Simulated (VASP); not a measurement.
Set up this calculation in VASP 6.6.1, as the native input.

| Quantity | Value |
| --- | --- |
| Task | single point |
| Functional | r2SCAN |
| Potentials or basis | VASP PAW PBE potentials, release 64 (Sn_d, O_h) |
| Cutoff | 910 eV |
| k mesh | 6 × 6 × 6 |
| Occupations | fermi-dirac, width 0.02 eV |
| Spin | no spin polarisation |
| Dipole correction | no |
| Further INCAR settings | ALGO = Normal; EDIFF = 1e-06; NBANDS = 28 |

Crystal: SnO.

```
Sn O
1.0
     3.79259    0.00000    0.00000
     0.00000    3.79259    0.00000
     0.00000    0.00000    4.80597
Sn O
2 2
Direct
  0.00000 0.50000 0.23892
  0.50000 0.00000 0.76108
  0.50000 0.50000 0.00000
  0.00000 0.00000 0.00000
```

This cell differs from its parent crystal: uniaxial z strain +1.0%.

These files were run (other wordings do the same):

POSCAR

```
SnO
1.0
    3.7925880617      0.0000000000      0.0000000000
    0.0000000000      3.7925880617      0.0000000000
    0.0000000000      0.0000000000      4.8059711001
Sn O
2 2
Direct
    0.0000000000      0.5000000000      0.2389213358
    0.5000000000      0.0000000000      0.7610786642
    0.5000000000      0.5000000000      0.0000000000
    0.0000000000      0.0000000000      0.0000000000
```

INCAR.step1

```
PREC     = Accurate       # precision mode
ENCUT    = 910            # plane-wave cutoff, eV
ISMEAR   = -1             # smearing method
SIGMA    = 0.02           # smearing width, eV
LREAL    = False          # projectors in reciprocal space
LASPH    = True           # aspherical terms in the spheres
NELM     = 120            # most SCF steps
NBANDS   = 28             # bands
GGA      = PE             # functional
ALGO     = Normal         # electronic algorithm
EDIFF    = 1E-5           # SCF threshold, eV
LWAVE    = True           # write WAVECAR
LCHARG   = False          # write CHGCAR
GGA_COMPAT= False
```

INCAR.step2

```
PREC     = Accurate       # precision mode
ENCUT    = 910            # plane-wave cutoff, eV
EDIFF    = 1E-6           # SCF threshold, eV
ISMEAR   = -1             # smearing method
SIGMA    = 0.02           # smearing width, eV
LREAL    = False          # projectors in reciprocal space
LASPH    = True           # aspherical terms in the spheres
NELM     = 120            # most SCF steps
ALGO     = Normal         # electronic algorithm
ISIF     = 2              # what is computed and relaxed
LWAVE    = False          # write WAVECAR
LCHARG   = False          # write CHGCAR
METAGGA  = R2SCAN         # meta-GGA
LMIXTAU  = True         
NBANDS   = 28             # bands
ISTART   = 1            
GGA_COMPAT= False
```

KPOINTS

```
regular mesh
0
Gamma
  6 6 6
```

Potentials or basis: VASP PAW PBE potentials, release 64 (Sn_d, O_h).

Run with:

```sh
$ cat potpaw_PBE.64/Sn_d/POTCAR potpaw_PBE.64/O_h/POTCAR > POTCAR
$ cp INCAR.step1 INCAR
$ mpirun -np 1 vasp_std > vasp.out
$ cp INCAR.step2 INCAR
$ mpirun -np 1 vasp_std > vasp.out
```

It gave:

* Pressure: 1.5 GPa
* Largest force: 0.109 eV/Å
* Band gap on the k mesh: 0.10 eV (least direct gap 2.26 eV)

Caveat: the cell differs from its parent crystal (uniaxial z strain +1.0%); the cutoff is under 1.25 times the usual one of these potentials, so pressure, stress and relaxed cells hold a basis-set (Pulay) error; the PAW data sets were made with another functional, which shifts forces and pressure a little; spin-orbit coupling is left out, which moves the levels of the heavy elements.

Run time: 9.1 min on 1 thread of Intel(R) Xeon(R) Platinum 8259CL CPU @ 2.50GHz (Skylake/Cascade Lake) (shared host), peak memory 0.38 GiB.
